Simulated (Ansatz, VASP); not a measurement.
# Tc: VASP beside Ansatz

Contents of INCAR:

```
SYSTEM = Tc
  PREC = Accurate
  ENCUT = 520
  EDIFF = 1E-8
  ISMEAR = -1
  SIGMA = 0.03
  LREAL = .FALSE.
  LASPH = .TRUE.
  NELM = 100
  ALGO = Normal
  ISIF = 2
  LWAVE = .FALSE.
  LCHARG = .FALSE.
  GGA = PS
  LEFG = .TRUE.
  NBANDS = 12
```

File KPOINTS:

```
Automatic mesh
0
G
  18 18 18
  0 0 0
```

File POSCAR:

```
Tc
1.0
    0.0000000000      1.9369123573      1.9369123573
    1.9369123573      0.0000000000      1.9369123573
    1.9369123573      1.9369123573      0.0000000000
Tc
1
Direct
    0.0000000000      0.0000000000      0.0000000000
```

Input for Ansatz:

```yaml
crystal:
  lattice:
    - [0.0, 1.9369123573, 1.9369123573]
    - [1.9369123573, 0.0, 1.9369123573]
    - [1.9369123573, 1.9369123573, 0.0]
  atoms:
    - { symbol: Tc, position: [0.0, 0.0, 0.0] }
kpoints:
  mp_grid: { grid: [18, 18, 18] }
scf:
  occupations: { method: fermi_dirac, width: 0.03 }
hamiltonian:
  xc: pbesol
  pseudopotentials: { kind: paw }
output:
  forces: true
  stress: true
  eigenvalues: true
  efg: { contact_densities: true }
```

Change from the starting cell: volume scaled by 0.98, PAW files.

Alike in both runs: task electric field gradients; functional PBEsol; k mesh 18 × 18 × 18; occupations fermi-dirac, width 0.03 eV; no spin polarisation.

```csv
,VASP,Ansatz
version,VASP 6.6.1,Ansatz 0.2.0
potentials or method,"VASP PAW PBE potentials, release 64 (Tc_pv)","PAW with Ansatz's default frozen-core files, scalar-relativistic"
plane-wave cutoff (eV),520,500
valence electrons in the cell,13,15
```

Ansatz gave:

```
pressure (GPa) : -9.7
```

Question: Which values does VASP return?

Answer: Pressure (GPa): -10.4.

VASP's potentials were made for PBE, not for PBEsol. The functional is the same, so the differences come from potentials, cutoffs and numerics. VASP's potentials hold 13 valence electrons a cell and Ansatz's 15, so a difference there can come from the potentials and not from the codes.
